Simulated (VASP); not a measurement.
# Al (Fm-3m) in VASP: a series of runs

Aim: see how the results for Al move with the level of theory and the settings. Levels: PBE, r2SCAN. Tasks: single point.

Everything below comes from runs of VASP 6.6.1. Logs are shortened: lines on timing, memory, paths and dates and some standing lists are left out, and cuts for length are marked.

**1. The cell of the first run**

It takes space group Fm-3m (No. 225, cubic). The conventional cell has a = 4.041 Å, b = 4.041 Å, c = 4.041 Å, α = 90.00°, β = 90.00°, γ = 90.00°. Within 3.8 Å of Al (site symmetry m-3m) lie 12 Al at 2.86 Å.

**2. Single point, PBE**

File INCAR:

```
PREC     = Accurate       # precision mode
ENCUT    = 520            # plane-wave cutoff, eV
EDIFF    = 1E-6           # SCF threshold, eV
ISMEAR   = 0              # smearing method
SIGMA    = 0.1            # smearing width, eV
LREAL    = Auto         
LASPH    = True           # aspherical terms in the spheres
NELM     = 100            # most SCF steps
ALGO     = Fast           # electronic algorithm
ISIF     = 2              # what is computed and relaxed
LWAVE    = False          # write WAVECAR
LCHARG   = False          # write CHGCAR
GGA      = PE             # functional
NBANDS   = 60             # bands
```

File KPOINTS:

```
Automatic mesh
0
Gamma
  4 4 4
```

File POSCAR:

```
Al
1.0
    0.0000000000      6.0621852160     -6.0621852160
    6.0621852160      6.0621852160      0.0000000000
    6.0621852160      0.0000000000     -6.0621852160
Al
27
Direct
    0.6666666667      0.0000000000      0.6666666667
    0.6666666667      0.3333333333      0.6666666667
    0.6666666667      0.6666666667      0.6666666667
    0.3333333333      1.0000000000      0.6666666667
    0.3333333333      0.3333333333      0.6666666667
    0.3333333333      0.6666666667      0.6666666667
    0.0000000000      0.0000000000      0.6666666667
    0.0000000000      0.3333333333      0.6666666667
    0.0000000000      0.6666666667      0.6666666667
    0.6666666667      1.0000000000      0.3333333333
    0.6666666667      0.3333333333      0.3333333333
    0.6666666667      0.6666666667      0.3333333333
    0.3333333333      0.0000000000      0.3333333333
    0.3333333333      0.3333333333      0.3333333333
    0.3333333333      0.6666666667      0.3333333333
    0.0000000000      0.0000000000      0.3333333333
    0.0000000000      0.3333333333      0.3333333333
    0.0000000000      0.6666666667      0.3333333333
    0.6666666667      0.0000000000      0.0000000000
    0.6666666667      0.3333333333      0.0000000000
    0.6666666667      0.6666666667      0.0000000000
    0.3333333333      0.0000000000      0.0000000000
    0.3333333333      0.3333333333      0.0000000000
    0.3333333333      0.6666666667      0.0000000000
    0.0000000000      0.0000000000      0.0000000000
    0.0000000000      0.3333333333      0.0000000000
    0.0000000000      0.6666666667      0.0000000000
```

Potentials or basis: VASP PAW PBE potentials, release 64 (Al).

The run is started by

```
cat potpaw_PBE.64/Al/POTCAR > POTCAR
mpirun -np 1 vasp_std > vasp.out
```

OUTCAR:

```text
PREC = Accurate
   ENCUT = 520
   EDIFF = 1E-6
   ISMEAR = 0
   LREAL = Auto
   LASPH = True
   NELM = 100
   ISIF = 2
   GGA = PE

 ion  position               nearest neighbor table
   1  0.667  0.000  0.667-   2 2.86   3 2.86   7 2.86   9 2.86  19 2.86  21 2.86  16 2.86   5 2.86
                            11 2.86  22 2.86  10 2.86   4 2.86
   2  0.667  0.333  0.667-   1 2.86   7 2.86   8 2.86  19 2.86  20 2.86  17 2.86  23 2.86  12 2.86
                             6 2.86   3 2.86   5 2.86  11 2.86
   3  0.667  0.667  0.667-   1 2.86   9 2.86  21 2.86   4 2.86  10 2.86  18 2.86  20 2.86   8 2.86
                            24 2.86   2 2.86  12 2.86   6 2.86
   4  0.333  0.000  0.667-   5 2.86   6 2.86   7 2.86   8 2.86  22 2.86  24 2.86  25 2.86  14 2.86
                             3 2.86  10 2.86  13 2.86   1 2.86
   5  0.333  0.333  0.667-   4 2.86   8 2.86  22 2.86  23 2.86  26 2.86   9 2.86   1 2.86  14 2.86
                            15 2.86   2 2.86   6 2.86  11 2.86
   6  0.333  0.667  0.667-   4 2.86   7 2.86   9 2.86  24 2.86  27 2.86  13 2.86  23 2.86   5 2.86
                            15 2.86   3 2.86   2 2.86  12 2.86
   7  0.000  0.000  0.667-   1 2.86   2 2.86   4 2.86   6 2.86   8 2.86   9 2.86  19 2.86  25 2.86
                            27 2.86  17 2.86  13 2.86  16 2.86
   8  0.000  0.333  0.667-   2 2.86   4 2.86   5 2.86   7 2.86  20 2.86  25 2.86  26 2.86  14 2.86
                             3 2.86   9 2.86  17 2.86  18 2.86
   9  0.000  0.667  0.667-   1 2.86   3 2.86   6 2.86   7 2.86  21 2.86  27 2.86  16 2.86   5 2.86
                            26 2.86  15 2.86  18 2.86   8 2.86
  10  0.667  0.000  0.333-  11 2.86  12 2.86  16 2.86  18 2.86  19 2.86  20 2.86  25 2.86  14 2.86
                             3 2.86   1 2.86   4 2.86  13 2.86
  11  0.667  0.333  0.333-  10 2.86  16 2.86  17 2.86  20 2.86  26 2.86  21 2.86   1 2.86   5 2.86
                             2 2.86  12 2.86  14 2.86  15 2.86
[... 36 lines left out ...]
  Lattice vectors:

 A1 = (   0.0000000000,   6.0621852160,  -6.0621852160)
 A2 = (   6.0621852160,   6.0621852160,   0.0000000000)
 A3 = (   6.0621852160,   0.0000000000,  -6.0621852160)

Analysis of symmetry for initial positions (statically):
=====================================================================
 Subroutine PRICEL returns following result:

  LATTYP: Found a face centered cubic cell.
 ALAT       =     4.0414568103

  Lattice vectors:

 A1 = (   0.0000000000,   2.0207284051,  -2.0207284051)
 A2 = (   2.0207284051,   2.0207284051,   0.0000000000)
 A3 = (   2.0207284051,   0.0000000000,  -2.0207284051)

  27 primitive cells build up your supercell.

 Routine SETGRP: Setting up the symmetry group for a
 face centered cubic supercell.

 Subroutine GETGRP returns: Found 48 space group operations
 (whereof 48 operations were pure point group operations)
 out of a pool of 48 trial point group operations.

The static configuration has the point symmetry O_h .

Analysis of symmetry for dynamics (positions and initial velocities):
=====================================================================
 Subroutine PRICEL returns following result:

  LATTYP: Found a face centered cubic cell.
 ALAT       =     4.0414568103

  Lattice vectors:

 A1 = (   0.0000000000,   2.0207284051,  -2.0207284051)
 A2 = (   2.0207284051,   2.0207284051,   0.0000000000)
 A3 = (   2.0207284051,   0.0000000000,  -2.0207284051)

  27 primitive cells build up your supercell.

 Routine SETGRP: Setting up the symmetry group for a
 face centered cubic supercell.

 Subroutine GETGRP returns: Found 48 space group operations
 (whereof 48 operations were pure point group operations)
 out of a pool of 48 trial point group operations.

The dynamic configuration has the point symmetry O_h .

 Subroutine INISYM returns: Found 48 space group operations
 (whereof 48 operations are pure point group operations),
 and found    27 'primitive' translations

----------------------------------------------------------------------------------------

                                     Primitive cell

  volume of cell :      16.5027

  direct lattice vectors                    reciprocal lattice vectors
     0.000000000  2.020728405 -2.020728405    -0.247435528  0.247435528 -0.247435528
     2.020728405  2.020728405  0.000000000     0.247435528  0.247435528  0.247435528
     2.020728405  0.000000000 -2.020728405     0.247435528 -0.247435528 -0.247435528

  length of vectors
     2.857741516  2.857741516  2.857741516     0.428570906  0.428570906  0.428570906

  position of ions in fractional coordinates (direct lattice)
     0.000000000  0.000000000  0.000000000

  ion indices of the primitive-cell ions
   primitive index   ion index
                 1           1

----------------------------------------------------------------------------------------

 KPOINTS: Automatic mesh

Automatic generation of k-mesh.
 Grid dimensions read from file:
 generate k-points for:    4    4    4

 Generating k-lattice:

  Cartesian coordinates                     Fractional coordinates (reciprocal lattice)
    -0.020619627  0.020619627 -0.020619627     0.250000000  0.000000000  0.000000000
     0.020619627  0.020619627  0.020619627     0.000000000  0.250000000  0.000000000
     0.020619627 -0.020619627 -0.020619627     0.000000000  0.000000000  0.250000000

  Length of vectors
     0.035714242  0.035714242  0.035714242

  Shift w.r.t. Gamma in fractional coordinates (k-lattice)
     0.000000000  0.000000000  0.000000000

 Subroutine IBZKPT returns following result:
 ===========================================

 Found      8 irreducible k-points:

 Following reciprocal coordinates:
            Coordinates               Weight
  0.000000  0.000000  0.000000      1.000000
  0.250000  0.000000  0.000000      8.000000
  0.500000  0.000000  0.000000      4.000000
  0.250000  0.250000  0.000000      6.000000
  0.500000  0.250000  0.000000     24.000000
 -0.250000  0.250000  0.000000     12.000000
  0.500000  0.500000  0.000000      3.000000
 -0.250000  0.500000  0.250000      6.000000
   k-points           NKPTS =      8   k-points in BZ     NKDIM =      8   number of bands    NBANDS=     60
   number of dos      NEDOS =    301   number of ions     NIONS =     27
   total plane-waves  NPLWV = 262144
   dimension x,y,z NGX =    64 NGY =   64 NGZ =   64
   dimension x,y,z NGXF=   128 NGYF=  128 NGZF=  128
   ions per type =              27
   NGX,Y,Z   is equivalent  to a cutoff of  12.41, 12.41, 12.41 a.u.
   NGXF,Y,Z  is equivalent  to a cutoff of  24.82, 24.82, 24.82 a.u.
 SYSTEM =  unknown system
   PREC   = accura    normal or accurate (medium, high low for compatibility)
   ISTART =      0    job   : 0-new  1-cont  2-samecut
   ICHARG =      2    charge: 1-file 2-atom 10-const
   ISPIN  =      1    spin polarized calculation?
   LNONCOLLINEAR =      F non collinear calculations
   LSORBIT =      F    spin-orbit coupling
   LASPH  =      T    aspherical Exc in radial PAW
   ENCUT  =  520.0 eV  38.22 Ry    6.18 a.u.  15.94 15.94 15.94*2*pi/ulx,y,z
   NELM   =    100;   NELMIN=  2; NELMDL= -5     # of ELM steps
   EDIFF  = 0.1E-05   stopping-criterion for ELM
   LREAL  =      T    real-space projection
   EDIFFG = 0.1E-04   stopping-criterion for IOM
   NSW    =      0    number of steps for IOM
   IBRION =     -1    ionic relax: 0-MD 1-quasi-New 2-CG
   NFREE  =      0    steps in history (QN), initial steepest desc. (CG)
   ISIF   =      2    stress and relaxation
   ISYM   =      2    0-nonsym 1-usesym 2-fastsym
   POTIM  = 0.5000    time-step for ionic-motion
   TEBEG  =    0.0;   TEEND  =   0.0 temperature during run
   PSTRESS=    0.0 pullay stress
   NELECT =      81.0000    total number of electrons
   NUPDOWN=      -1.0000    fix difference up-down
   EMIN   =  10.00;   EMAX   =-10.00  energy-range for DOS
   EFERMI =   0.00;   METHOD = LEGACY
   ISMEAR =     0;   SIGMA  =   0.10  broadening in eV -4-tet -1-fermi 0-gaus
   EFERMI_NEDOS =   21; number of points for ismear=-14 and -15
   IALGO  =     68    algorithm
   IMIX   =      4    mixing-type and parameters
     AMIX     =   0.40;   BMIX     =  1.00
     AMIX_MAG =   1.60;   BMIX_MAG =  1.00
  volume/ion in A,a.u.               =      16.50       111.37
  Fermi-wavevector in a.u.,A,eV,Ry     =   0.927393  1.752519 11.701805  0.860058
  Thomas-Fermi vector in A             =   2.053458
   LORBIT       =      0    0 simple, 1 ext, 2 COOP (PROOUT), +10 PAW based schemes
   GGA     = PE    functional components
   LHFCALC =     F    Hartree Fock is set to
   AEXX    =    0.0000 exact exchange contribution
   IVDW    =     0    specifies the selected vdW correction
   LEPSILON=     F    determine dielectric tensor
   LRPA    =     F    only Hartree local field effects (RPA)
 non-spin polarized calculation
 RMM-DIIS sequential band-by-band and
 Gauss-broadening in eV      SIGMA  =   0.10
  energy-cutoff  :      520.00
  volume of cell :      445.57
 maximum number of plane-waves:     12039
   NGX = 31   NGY = 31   NGZ = 31

 number of electron      81.0000000 magnetization

 Free energy of the ion-electron system (eV)
  ---------------------------------------------------
  ext. energy  EPLUGINS =         0.00000000
  ---------------------------------------------------
  free energy    TOTEN  =      -101.37466809 eV

  energy without entropy =     -101.33160583  energy(sigma->0) =     -101.35313696

 E-fermi :   7.8682     XC(G=0): -10.1954

 val. band max:        7.7610484625   @ k =  -0.2500   0.5000   0.2500
 cond. band min:       7.9426660688   @ k =   0.5000   0.2500   0.0000
 fundamental gap:      0.1816176063
 Fermi energy:         7.8682193573

 k-point     1 :       0.0000    0.0000    0.0000
  band No.  band energies     occupation
      1      -3.1345      2.00000
      2      -0.1446      2.00000
      3      -0.1446      2.00000
      4      -0.1446      2.00000
      5      -0.1446      2.00000
      6      -0.1446      2.00000
[... 429 lines left out ...]
     51       9.7141      0.00000
     52       9.7141      0.00000
 [bands above 52 left out]

------------------------ aborting loop because EDIFF is reached ----------------------------------------

  FORCE on cell =-STRESS in cart. coord.  units (eV):
  Direction    XX          YY          ZZ          XY          YZ          ZX
  --------------------------------------------------------------------------------------
  -------------------------------------------------------------------------------------
  Total        0.3493887      0.3493887      0.3493887      0.0000000      0.0000000      0.0000000
  in kB        1.2563247      1.2563247      1.2563247      0.0000000      0.0000000      0.0000000
  external PRESSURE =       1.2563247 kB  Pullay stress =       0.0000000 kB

 VOLUME and BASIS-vectors are now :
 -----------------------------------------------------------------------------
  energy-cutoff  :      520.00
  volume of cell :      445.57
      direct lattice vectors                 reciprocal lattice vectors
     0.000000000  6.062185216 -6.062185216    -0.082478509  0.082478509 -0.082478509
     6.062185216  6.062185216  0.000000000     0.082478509  0.082478509  0.082478509
     6.062185216  0.000000000 -6.062185216     0.082478509 -0.082478509 -0.082478509

 POSITION                                       TOTAL-FORCE (eV/Angst)
 -----------------------------------------------------------------------------------
      4.04146      4.04146     -8.08291         0.000000     -0.000000     -0.000000
      6.06219      6.06219     -8.08291         0.000000      0.000000      0.000000
      8.08291      8.08291     -8.08291         0.000000      0.000000     -0.000000
      4.04146      2.02073     -6.06219         0.000000     -0.000000      0.000000
      6.06219      4.04146     -6.06219         0.000000     -0.000000     -0.000000
      8.08291      6.06219     -6.06219         0.000000      0.000000     -0.000000
[... 19 lines left out ...]
      2.02073      2.02073      0.00000        -0.000000     -0.000000     -0.000000
      4.04146      4.04146      0.00000         0.000000     -0.000000     -0.000000
 -----------------------------------------------------------------------------------
    total drift:                               -0.000000     -0.000000      0.000000

  FREE ENERGIE OF THE ION-ELECTRON SYSTEM (eV)
  ---------------------------------------------------
  free  energy   TOTEN  =      -101.3746680926 eV

  energy  without entropy=     -101.3316058274  energy(sigma->0) =     -101.35313696
```

Wall time 5.7 min (1 thread of Intel Xeon 6975P-C, shared host); peak memory 0.6 GiB.

What came out:

| Quantity | Value |
| --- | --- |
| Free energy | -101.3747 eV |
| Pressure | 0.1 GPa |

**3. Single point, PBE**

This run uses another cell than the first one: it holds 1 atom, not 27.

File INCAR:

```
SYSTEM = Al
  ALGO = Normal
  EDIFF = 1E-6
  ENCUT = 520
  GGA = PE
  ISIF = 2
  ISMEAR = 0
  LASPH = .True.
  LCHARG = .False.
  LREAL = .False.
  LWAVE = .False.
  NBANDS = 8
  NELM = 100
  PREC = Accurate
  SIGMA = 0.1
```

File KPOINTS:

```
k-points
0
Gamma
  18 18 18
  0 0 0
```

File POSCAR:

```
Al
1.0
    0.0000000000      2.0207284056      2.0207284056
    2.0207284056      0.0000000000      2.0207284056
    2.0207284056      2.0207284056      0.0000000000
Al
1
Direct
    0.0000000000      0.0000000000      0.0000000000
```

Potentials or basis: VASP PAW PBE potentials, release 64 (Al).

The run is started by

```
cat potpaw_PBE.64/Al/POTCAR > POTCAR
mpirun -np 1 vasp_std > vasp.out
```

Wall time 12 s (1 thread of AMD EPYC 9R45 (Zen 5), shared host); peak memory 0.11 GiB.

The run converged. Its results:

* Free energy: -3.7445 eV
* Pressure: 0.0 GPa

Levels at points of the mesh, in eV from the Fermi level:
```tsv
k point	band 1	band 2	band 3	band 4
(0.00, 0.00, 0.00)	-11.12	12.63	12.63	12.63
(0.50, 0.00, 0.00)	-4.58	-4.37	11.42	11.42
(0.50, 0.50, 0.00)	-2.91	-1.59	5.27	5.60
```

[end of part 1 of 2]
